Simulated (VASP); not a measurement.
**Tb: density of states with revPBE**

The system is Tb.

```xyz
1
Lattice="-2.0100 2.0100 2.0100 2.0100 -2.0100 2.0100 2.0100 2.0100 -2.0100" Properties=species:S:1:pos:R:3 pbc="T T T"
Tb    0.0000    0.0000    0.0000
```

```
Program                 : VASP 6.6.1
Task                    : density of states
Functional              : revPBE
Potentials or basis     : VASP PAW PBE potentials, release 64 (Tb_3), 4f in core
Cutoff                  : 520 eV
k mesh                  : 9 × 9 × 9
Occupations             : methfessel-paxton, width 0.1 eV
Spin                    : collinear spin, ferromagnetic start
Starting moments        : [6.0] μB
Dipole correction       : no
k mesh for the DOS      : 14 × 14 × 14
Occupations for the DOS : tetrahedron
Further INCAR settings  : ALGO = Normal; EDIFF = 1e-06
```

| Property | Result |
| --- | --- |
| Net moment | 0.60 μB per cell |
| Site moments | Tb +0.40 μB |
| Valence electrons inside the program's atomic spheres | Tb 7.78 |

Levels at points of the mesh, in eV from the Fermi level:
Spin up:
```tsv
k point	band 2	band 3	band 4	band 5	band 6	band 7	band 8	band 9
(0.00, 0.00, 0.00)	-22.51	-22.51	-5.29	1.48	1.48	1.48	3.74	3.74
(0.50, 0.00, 0.00)	-22.74	-22.52	-2.47	-0.19	0.94	3.64	4.46	6.46
(0.50, 0.50, 0.50)	-23.00	-23.00	-1.89	-1.89	5.74	5.74	5.74	5.77
```
Spin down:
| k point | band 1 | band 2 | band 3 | band 4 | band 5 | band 6 | band 7 | band 8 | band 9 |
| --- | --- | --- | --- | --- | --- | --- | --- | --- | --- |
| (0.00, 0.00, 0.00) | -22.36 | -22.36 | -22.36 | -4.76 | 1.93 | 1.93 | 1.93 | 3.95 | 3.95 |
| (0.50, 0.00, 0.00) | -23.03 | -22.57 | -22.36 | -1.99 | 0.29 | 1.43 | 3.93 | 4.69 | 6.75 |
| (0.50, 0.50, 0.50) | -22.82 | -22.82 | -22.82 | -1.53 | -1.53 | 6.07 | 6.07 | 6.07 | 6.34 |

Wall time 39 s on 1 thread of Intel(R) Xeon(R) 6975P-C (Granite Rapids) (shared host), peak memory 0.2 GiB.

Caveat: the magnetic or orbital state may not be the lowest; spin-orbit coupling is left out, which moves the levels of the heavy elements; the 4f electrons are frozen in the core, so they carry no moment and show no levels. The state reached can hang on the start; a lower one may exist.
